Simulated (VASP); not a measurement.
# V (I4/mmm) in VASP: further runs

The runs below take V through single point, with PBE.

Everything below comes from runs of VASP 6.6.1. Logs are shortened: lines on timing, memory, paths and dates and some standing lists are left out, and cuts for length are marked.

### 1 The cell of the first run

It takes space group I4/mmm (No. 139, tetragonal). The conventional cell has a = 2.388 Å, b = 2.388 Å, c = 4.775 Å, α = 90.00°, β = 90.00°, γ = 90.00°. Within 3.2 Å of V (site symmetry 4/mmm) lie 12 V at 2.39 to 2.92 Å.

### 2 Single point, PBE

Input file INCAR:

```
PREC     = Accurate       # precision mode
ENCUT    = 520            # plane-wave cutoff, eV
EDIFF    = 1E-6           # SCF threshold, eV
ISMEAR   = 0              # smearing method
SIGMA    = 0.15           # smearing width, eV
LREAL    = F              # projectors in reciprocal space
LASPH    = T              # aspherical terms in the spheres
NELM     = 60             # most SCF steps
ALGO     = Fast           # electronic algorithm
ISIF     = 2              # what is computed and relaxed
LWAVE    = F              # write WAVECAR
LCHARG   = T              # write CHGCAR
GGA      = PE             # functional
LELF     = T              # ELF
LVHAR    = T            
NBANDS   = 12             # bands
```

Input file KPOINTS:

```
regular mesh
0
Gamma
  24 24 24
```

Input file POSCAR:

```
V
1.0
    0.0000000000      1.6883380613      2.3873100186
    1.6883380613      0.0000000000      2.3873100186
    1.6883380613      1.6883380613      0.0000000000
V
1
Direct
    0.0000000000      0.0000000000      0.0000000000
```

Potentials or basis: VASP PAW PBE potentials, release 64 (V_sv).

The run is started by

```bash
> cat potpaw_PBE.64/V_sv/POTCAR > POTCAR
> mpirun -np 1 vasp_std > vasp.out
```

OUTCAR:

```text
PREC = Accurate
   ENCUT = 520
   EDIFF = 1E-6
   ISMEAR = 0
   LREAL = F
   LASPH = T
   NELM = 60
   ISIF = 2
   GGA = PE

 ion  position               nearest neighbor table
   1  0.000  0.000  0.000-

  LATTYP: Found a body centered tetragonal cell.
 ALAT       =     2.3876705842
 C/A-ratio  =     1.9996979771

  Lattice vectors:

 A1 = (  -1.6883380613,   0.0000000000,   2.3873100186)
 A2 = (   1.6883380613,   0.0000000000,   2.3873100186)
 A3 = (   0.0000000000,   1.6883380613,  -2.3873100186)

Analysis of symmetry for initial positions (statically):
=====================================================================
 Subroutine PRICEL returns:
 Original cell was already a primitive cell.

 Routine SETGRP: Setting up the symmetry group for a
 body centered tetragonal supercell.

 Subroutine GETGRP returns: Found 16 space group operations
 (whereof 16 operations were pure point group operations)
 out of a pool of 16 trial point group operations.

The static configuration has the point symmetry D_4h.

Analysis of symmetry for dynamics (positions and initial velocities):
=====================================================================
 Subroutine PRICEL returns:
 Original cell was already a primitive cell.

 Routine SETGRP: Setting up the symmetry group for a
 body centered tetragonal supercell.

 Subroutine GETGRP returns: Found 16 space group operations
 (whereof 16 operations were pure point group operations)
 out of a pool of 16 trial point group operations.

The dynamic configuration has the point symmetry D_4h.

 Subroutine INISYM returns: Found 16 space group operations
 (whereof 16 operations are pure point group operations),
 and found     1 'primitive' translations

----------------------------------------------------------------------------------------

                                     Primitive cell

  volume of cell :      13.6100

  direct lattice vectors                    reciprocal lattice vectors
     0.000000000  1.688338061  2.387310019    -0.296149220  0.296149220  0.209440750
     1.688338061  0.000000000  2.387310019     0.296149220 -0.296149220  0.209440750
     1.688338061  1.688338061  0.000000000     0.296149220  0.296149220 -0.209440750

  length of vectors
     2.923992909  2.923992909  2.387670584     0.468267177  0.468267177  0.468267177

  position of ions in fractional coordinates (direct lattice)
     0.000000000  0.000000000  0.000000000

  ion indices of the primitive-cell ions
   primitive index   ion index
[... 82 lines left out ...]
   TEBEG  =    0.0;   TEEND  =   0.0 temperature during run
   PSTRESS=    0.0 pullay stress
   NELECT =      13.0000    total number of electrons
   NUPDOWN=      -1.0000    fix difference up-down
   EMIN   =  10.00;   EMAX   =-10.00  energy-range for DOS
   EFERMI =   0.00;   METHOD = LEGACY
   ISMEAR =     0;   SIGMA  =   0.15  broadening in eV -4-tet -1-fermi 0-gaus
   EFERMI_NEDOS =   21; number of points for ismear=-14 and -15
   IALGO  =     68    algorithm
   IMIX   =      4    mixing-type and parameters
     AMIX     =   0.40;   BMIX     =  1.00
     AMIX_MAG =   1.60;   BMIX_MAG =  1.00
  volume/ion in A,a.u.               =      13.61        91.84
  Fermi-wavevector in a.u.,A,eV,Ry     =   1.612266  3.046741 35.367013  2.599402
  Thomas-Fermi vector in A             =   2.707524
   LORBIT       =      0    0 simple, 1 ext, 2 COOP (PROOUT), +10 PAW based schemes
   GGA     = PE    functional components
   LHFCALC =     F    Hartree Fock is set to
   AEXX    =    0.0000 exact exchange contribution
   IVDW    =     0    specifies the selected vdW correction
   LEPSILON=     F    determine dielectric tensor
   LRPA    =     F    only Hartree local field effects (RPA)
 non-spin polarized calculation
 RMM-DIIS sequential band-by-band and
 Gauss-broadening in eV      SIGMA  =   0.15
  energy-cutoff  :      520.00
  volume of cell :       13.61
 maximum number of plane-waves:       389
 NGX is ok and might be reduce to    24
   NGX = 11   NGY = 11   NGZ =  9

 number of electron      12.9999999 magnetization

 Free energy of the ion-electron system (eV)
  ---------------------------------------------------
  ext. energy  EPLUGINS =         0.00000000
  ---------------------------------------------------
  free energy    TOTEN  =        -8.85184380 eV

  energy without entropy =       -8.83591391  energy(sigma->0) =       -8.84387885

 E-fermi :   9.7041     XC(G=0): -12.8033

 val. band max:        9.7034046787   @ k =   0.2500   0.0417   0.0833
 cond. band min:       9.7063574690   @ k =  -0.3333   0.1250   0.0417
 fundamental gap:      0.0029527903
 Fermi energy:         9.7041315991

 k-point     1 :       0.0000    0.0000    0.0000
  band No.  band energies     occupation
      1     -54.1755      2.00000
      2     -27.6677      2.00000
      3     -27.2435      2.00000
      4     -27.2435      2.00000
      5       3.0937      2.00000
      6       8.1703      2.00000
      7       9.3649      1.99862
      8      11.6213      0.00000
      9      11.6213      0.00000
     10      13.4820      0.00000
     11      26.8533      0.00000
     12      29.6217      0.00000
[... 331 lines left out ...]
 k-point    24 :       0.4583    0.0417    0.0000
  band No.  band energies     occupation
      1     -53.9392      2.00000
      2     -28.4743      2.00000
      3     -27.7480      2.00000
      4     -27.1729      2.00000
      5       6.5605      2.00000
      6       8.6525      2.00000
      7      10.8508      0.00000
      8      11.4847      0.00000
      9      12.8838      0.00000
     10      12.9167      0.00000
     11      20.2331      0.00000
     12      23.7881      0.00000

 [... further k-points ...]

------------------------ aborting loop because EDIFF is reached ----------------------------------------

  FORCE on cell =-STRESS in cart. coord.  units (eV):
  Direction    XX          YY          ZZ          XY          YZ          ZX
  --------------------------------------------------------------------------------------
  -------------------------------------------------------------------------------------
  Total        0.6712803      0.6712803     -1.0502457      0.0000000      0.0000000      0.0000000
  in kB       79.0236042     79.0236042   -123.6356840      0.0000000      0.0000000      0.0000000
  external PRESSURE =      11.4705082 kB  Pullay stress =       0.0000000 kB

 VOLUME and BASIS-vectors are now :
 -----------------------------------------------------------------------------
  energy-cutoff  :      520.00
  volume of cell :       13.61
      direct lattice vectors                 reciprocal lattice vectors
     0.000000000  1.688338061  2.387310019    -0.296149220  0.296149220  0.209440750
     1.688338061  0.000000000  2.387310019     0.296149220 -0.296149220  0.209440750
     1.688338061  1.688338061  0.000000000     0.296149220  0.296149220 -0.209440750

 POSITION                                       TOTAL-FORCE (eV/Angst)
 -----------------------------------------------------------------------------------
      0.00000      0.00000      0.00000         0.000000      0.000000      0.000000
 -----------------------------------------------------------------------------------
    total drift:                               -0.000000      0.000000     -0.000000

  FREE ENERGIE OF THE ION-ELECTRON SYSTEM (eV)
  ---------------------------------------------------
  free  energy   TOTEN  =        -8.8518437955 eV

  energy  without entropy=       -8.8359139103  energy(sigma->0) =       -8.84387885
```

OSZICAR:

```text
N       E                     dE             d eps       ncg     rms          rms(c)
DAV:   1     0.925717537048E+02    0.92572E+02   -0.70634E+03 25564   0.118E+03
DAV:   2    -0.868845119847E+01   -0.10126E+03   -0.97978E+02 25916   0.331E+02
DAV:   3    -0.100089382535E+02   -0.13205E+01   -0.13170E+01 27944   0.445E+01
DAV:   4    -0.100156915750E+02   -0.67533E-02   -0.67532E-02 27476   0.337E+00
DAV:   5    -0.100157749718E+02   -0.83397E-04   -0.83395E-04 27856   0.354E-01    0.184E+01
RMM:   6    -0.887164723596E+01    0.11441E+01   -0.26710E+00 26468   0.192E+01    0.241E+00
RMM:   7    -0.885820172534E+01    0.13446E-01   -0.69013E-02 27439   0.285E+00    0.121E+00
RMM:   8    -0.885184745661E+01    0.63543E-02   -0.77261E-03 28186   0.125E+00    0.134E-01
RMM:   9    -0.885183574786E+01    0.11709E-04   -0.12184E-03 28597   0.467E-01    0.550E-02
RMM:  10    -0.885184535646E+01   -0.96086E-05   -0.25294E-04 28116   0.248E-01    0.226E-02
RMM:  11    -0.885184475460E+01    0.60185E-06   -0.75365E-05 28543   0.124E-01    0.152E-02
RMM:  12    -0.885184340620E+01    0.13484E-05   -0.15840E-05 27632   0.616E-02    0.147E-03
RMM:  13    -0.885184379548E+01   -0.38928E-06   -0.39806E-06 19369   0.278E-02
   1 F= -.88518438E+01 E0= -.88438789E+01  d E =-.159299E-01
```

stdout:

```text
POSCAR found type information on POSCAR V
 POSCAR found :  1 types and       1 ions
 scaLAPACK will be used
 LDA part: xc-table for (Slater+PW92), standard interpolation
 POSCAR, INCAR and KPOINTS ok, starting setup
 FFT: planning ... GRIDC
 FFT: planning ... GRID_SOFT
 FFT: planning ... GRID
 WAVECAR not read
 entering main loop
WARNING in EDDRMM: call to ZHEGV failed, returncode =   8  4     12
```

Wall time 90 s (1 thread of Intel Xeon 6975P-C, shared host); peak memory 0.28 GiB.

Results:

```
Free energy : -8.8518 eV
Pressure    : 1.1 GPa
```

Stress tensor (GPa, compression positive):
```
  7.90   0.00   0.00
  0.00   7.90   0.00
  0.00   0.00 -12.36
```

(Part 1 of 2 ends here.)
